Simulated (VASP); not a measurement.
Mn:

```
CELL_PARAMETERS angstrom
2.48365 0.00000 0.00000
-1.24182 2.15090 0.00000
0.00000 0.00000 4.02620
ATOMIC_POSITIONS crystal
Mn 0.33333 0.66667 0.25000
Mn 0.66667 0.33333 0.75000
```

This isn't the form of Mn at room conditions, which is a 58-atom cubic cell.

Base run:

- Program: VASP 6.6.1
- Functional: PBE
- Potentials or basis: VASP PAW PBE potentials, release 64 (Mn_sv)
- Cutoff: 680 eV
- k mesh: 10 × 10 × 6
- Occupations: fermi-dirac, width 0.05 eV
- Spin: collinear spin, ferromagnetic start
- Starting moments: [5.0, 5.0] μB
- Fixed moment: 10 μB

Its results: pressure 172.7 GPa; site moments Mn +4.17 μB.

The run is repeated on the same cell with these changes: fixed moment from 10 μB to 6 μB; moments at the start from [5.0, 5.0] to [3.0, 3.0]. What comes out?

Pressure 57.3 GPa; site moments Mn +2.76 μB.

Caveats: the cell stands under pressure; the total moment is fixed, so each spin has its own Fermi level and the state may be an excited one.
